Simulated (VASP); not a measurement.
Here is a VASP 6.6.1 calculation.

File INCAR:

```
SYSTEM = Ta16Ti
PREC     = Accurate       ! precision mode
ENCUT    = 520            ! plane-wave cutoff, eV
EDIFF    = 1E-7           ! SCF threshold, eV
ISMEAR   = 0              ! smearing method
SIGMA    = 0.05           ! smearing width, eV
LREAL    = Auto         
LASPH    = .TRUE.         ! aspherical terms in the spheres
NELM     = 100            ! most SCF steps
ALGO     = Normal         ! electronic algorithm
ISIF     = 2              ! what is computed and relaxed
LWAVE    = .FALSE.        ! write WAVECAR
LCHARG   = .FALSE.        ! write CHGCAR
GGA      = PE             ! functional
IVDW     = 12             ! dispersion correction
NBANDS   = 108            ! bands
```

The input KPOINTS:

```
Automatic mesh
0
G
  3 3 1
  0 0 0
```

The input POSCAR:

```
Ta16Ti
1.0
    6.6200000000      0.0000000000      0.0000000000
    0.0000000000      6.6200000000      0.0000000000
    0.0000000000      0.0000000000     17.9650000000
Ta Ti
16 1
Direct
    0.2500000000      0.2500000000      0.0556637900
    0.7500000000      0.2500000000      0.0556637900
    0.2500000000      0.7500000000      0.0556637900
    0.7500000000      0.7500000000      0.0556637900
   -0.0003243514      0.0003243514      0.1367428868
    0.5003280879      0.0003048059      0.1367452198
   -0.0003048059      0.4996719121      0.1367452198
    0.5002997839      0.4997002161      0.1367470813
    0.2500264488      0.2499223274      0.2277957425
    0.7500010154      0.2499989846      0.2271979680
    0.2500422994      0.7499577006      0.2319360003
    0.7500776726      0.7499735512      0.2277957425
   -0.0078393853      0.0078393853      0.3178185369
    0.5079407305      0.0076545583      0.3177976849
   -0.0076545583      0.4920592695      0.3177976849
    0.5077537808      0.4922462192      0.3177693997
    0.7499322360      0.2500677640      0.3944261334
```

Potentials or basis: VASP PAW PBE potentials, release 64 (Ta_pv, Ti_sv).

The run is started by

```bash
$ cat potpaw_PBE.64/Ta_pv/POTCAR potpaw_PBE.64/Ti_sv/POTCAR > POTCAR
$ mpirun -np 1 vasp_std > vasp.out
```

Estimate the band gap on the k mesh.

zero (band 94 reaches 0.39 eV, above the bottom of band 95 at 0.06 eV).

Predict the largest force.

0.159 eV/Å.

Estimate the dispersion energy per atom.

-0.415 eV.

Forces on the atoms (eV/Å):
```
Ta   0.000  0.000 -0.130
Ta  -0.001  0.001  0.159
Ta   0.000  0.000  0.077
Ta   0.000  0.000 -0.130
Ta   0.001 -0.001 -0.004
Ta   0.000  0.000 -0.004
Ta   0.000  0.000 -0.004
Ta   0.002 -0.002 -0.004
Ta   0.000  0.002 -0.002
Ta   0.002 -0.002  0.033
Ta  -0.002  0.002  0.011
Ta  -0.002  0.000 -0.002
Ta  -0.003  0.003  0.008
Ta   0.002  0.006  0.007
Ta  -0.006 -0.002  0.007
Ta   0.004 -0.004  0.008
Ti   0.003 -0.003 -0.028
```

Caveat: spin-orbit coupling is left out, which moves the levels of the heavy elements.
